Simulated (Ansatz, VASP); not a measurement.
HfN: VASP beside Ansatz

```
Hf N
1.0
     0.00000    2.25078    2.25078
     2.25078    0.00000    2.25078
     2.25078    2.25078    0.00000
Hf N
1 1
Direct
  0.01272 0.01234 0.96153
  0.48728 0.48766 0.53847
```

Change from the starting cell: all N atoms moved 0.2 Å in one direction.

Alike in both runs: task single point; functional PBEsol; k mesh 14 × 14 × 14; occupations gaussian, width 0.15 eV; no spin polarisation.

|  | VASP | Ansatz |
| --- | --- | --- |
| version | VASP 6.6.1 | Ansatz 0.2.0 |
| potentials or method | VASP PAW PBE potentials, release 64 (Hf_pv, N), cutoff 520 eV | scalar-relativistic, plane waves, PAW |
| valence electrons in the cell | 15 | 31 |

Ansatz gave:

```
gap on the k mesh at the Fermi level (eV)                     : none
pressure (GPa)                                                : 5.3
traceless stress, the component that is largest in VASP (GPa) : -0.98
rms of the force components (eV/Å)                            : 1.327
```

Q: Estimate VASP's values.

A: gap on the k mesh at the Fermi level (eV): none; pressure (GPa): 3.3; traceless stress, the component that is largest in VASP (GPa): -0.95; rms of the force components (eV/Å): 1.335.

VASP's potentials were made for PBE, not for PBEsol. Atom by atom the forces differ by 0.008 eV/Å (rms over components). A gap of «none» marks a metal or a gap that the smearing closes. VASP's potentials hold 15 valence electrons a cell and Ansatz's 31, so a difference there can come from the potentials and not from the codes.

Spin-orbit coupling is off throughout.
